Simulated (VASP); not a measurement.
WSe2 (single layer cut from the bulk crystal), 3 atoms in the cell. The cell holds a slab with vacuum, 3 atoms: a = 3.290 Å, b = 3.290 Å, c = 16.346 Å, α = 90.00°, β = 90.00°, γ = 120.00°. 

| Item | Value |
| --- | --- |
| Program | VASP 6.6.1 |
| Task | single point |
| Functional | PBE |
| Potentials or basis | VASP PAW PBE potentials, release 64 (W_sv, Se) |
| Cutoff | 520 eV |
| k mesh | 24 × 24 × 1 |
| Occupations | gaussian, width 0.05 eV |
| Spin | no spin polarisation |
| Dipole correction | no |
| Further INCAR settings | ALGO = Normal; EDIFF = 1e-06; NBANDS = 20 |

Potentials or basis: VASP PAW PBE potentials, release 64 (W_sv, Se).

The run is started by

```console
$ cat potpaw_PBE.64/W_sv/POTCAR potpaw_PBE.64/Se/POTCAR > POTCAR
$ mpirun -np 1 vasp_std > vasp.out
```

Hardware: 1 thread of AMD EPYC 7R13 Processor (Zen 3), with other jobs on the host.

Problem. How long does it take, and how much memory?

Solution. It took 3.1 min on 1 thread of AMD EPYC 7R13 Processor (Zen 3) (shared host), peak memory 0.33 GiB. Counts: scf iterations 20, k points 61.
